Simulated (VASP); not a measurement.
Write the native input for VASP 6.6.1 that does the following.

```
Task                   : single point
Functional             : PBE
Potentials or basis    : VASP PAW PBE potentials, release 64 (Se, Te, Sn_d)
Cutoff                 : 520 eV
k mesh                 : 8 × 8 × 8
Occupations            : fermi-dirac, width 0.02 eV
Spin                   : no spin polarisation
Dipole correction      : no
Further INCAR settings : ALGO = Normal; EDIFF = 1e-07; NBANDS = 28
```

The structure of Sn2TeSe lies in POSCAR:

```
Sn2TeSe
1.0
    2.1911871280      1.2650824781      7.1242022559
   -2.1911871280      1.2650824781      7.1242022559
    0.0000000000     -2.5301649564      7.1242022559
Se Te Sn
1 1 2
Direct
    1.0000000000      0.0000000000      0.0000000000
    0.5000000000      0.5000000000      0.5000000000
    0.2555289085      0.2555289085      0.2555289085
    0.7444710915      0.7444710915      0.7444710915
```

The input as run:

INCAR

```
PREC = Accurate
ENCUT = 520
EDIFF = 1E-7
ISMEAR = -1
SIGMA = 0.02
LREAL = False
LASPH = True
NELM = 60
ALGO = Normal
ISIF = 2
LWAVE = False
LCHARG = False
GGA = PE
NBANDS = 28
```

KPOINTS

```
regular mesh
0
Gamma
  8 8 8
```

Potentials or basis: VASP PAW PBE potentials, release 64 (Se, Te, Sn_d).

The run is started by

```console
$ cat potpaw_PBE.64/Se/POTCAR potpaw_PBE.64/Te/POTCAR potpaw_PBE.64/Sn_d/POTCAR > POTCAR
$ mpirun -np 1 vasp_std > vasp.out
```

Results of the run:

The pressure is 0.9 GPa, the largest force is 0.010 eV/Å and the band gap on the k mesh is 0.22 eV.

Caveat: semilocal functionals underestimate gaps, and a narrow one can read as zero; spin-orbit coupling is left out, which moves the levels of the heavy elements.

Wall time 5 min on 1 thread of AMD EPYC 9R45 96-Core Processor (Zen 5) (shared host), peak memory 0.51 GiB.
